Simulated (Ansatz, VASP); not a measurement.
# Two plane-wave programs on Rh

The input INCAR:

```
SYSTEM = Rh
PREC = Accurate ; ENCUT = 600
EDIFF = 1E-7 ; ISMEAR = -1
SIGMA = 0.1 ; LREAL = .FALSE.
LASPH = .TRUE. ; NELM = 80
ALGO = Normal ; ISIF = 3
LWAVE = .FALSE. ; LCHARG = .FALSE.
GGA = RP ; IBRION = 2
NSW = 80 ; EDIFFG = -0.01
```

Contents of KPOINTS:

```
regular mesh
0
G
  10 10 10
  0 0 0
```

POSCAR

```
Rh
1.0
    0.0000000000      2.6478639740      2.6478639740
    2.6478639740      0.0000000000      2.6478639740
    2.6478639740      2.6478639740      0.0000000000
Rh
2
Direct
    0.1250000000      0.1250000000      0.1250000000
    0.8750000000      0.8750000000      0.8750000000
```

Input for Ansatz:

```yaml
crystal:
  lattice:
    - [0.0, 2.647863974, 2.647863974]
    - [2.647863974, 0.0, 2.647863974]
    - [2.647863974, 2.647863974, 0.0]
  atoms:
    - { symbol: Rh, position: [0.125, 0.125, 0.125] }
    - { symbol: Rh, position: [0.875, 0.875, 0.875] }
hamiltonian:
  xc: rpbe
  pseudopotentials:
    kind: paw
    azcp:
      Rh: "pseudopotentials/Rh.paw.azcp"
basis:
  ecutwfc: 420
  fft_grid_basis: typed
kpoints:
  mp_grid: { grid: [10, 10, 10], shift: [0, 0, 0] }
magnetization:
  spin_polarized: false
scf:
  occupations: { method: fermi_dirac, width: 0.1 }
relax:
  max_steps: 60
  f_tol: 0.01
  cell: {}
```

Alike in both runs: task relaxation of cell and atoms; functional RPBE; k mesh 10 × 10 × 10; occupations fermi-dirac, width 0.1 eV; no spin polarisation.

|  | VASP | Ansatz |
| --- | --- | --- |
| version | VASP 6.6.1 | Ansatz 0.2.0 |
| potentials or method | VASP PAW PBE potentials, release 64 (Rh_pv), cutoff 600 eV | plane waves (420 eV) with PAW, scalar-relativistic |
| valence electrons in the cell | 30 | 34 |

|  | VASP | Ansatz | Ansatz less VASP |
| --- | --- | --- | --- |
| relaxed volume (Å³/atom) | 21.52 | 21.52 | 0.000 |
| relaxed cell length with the largest relative difference (Å) | 3.933 | 3.933 | 0.0000 |

VASP's potentials were made for PBE, not for RPBE. VASP's potentials hold 30 valence electrons a cell and Ansatz's 34, so a difference there can come from the potentials and not from the codes.

Noted on VASP's run: the volume moved by over 15 % at a fixed basis, so the end points are rough.
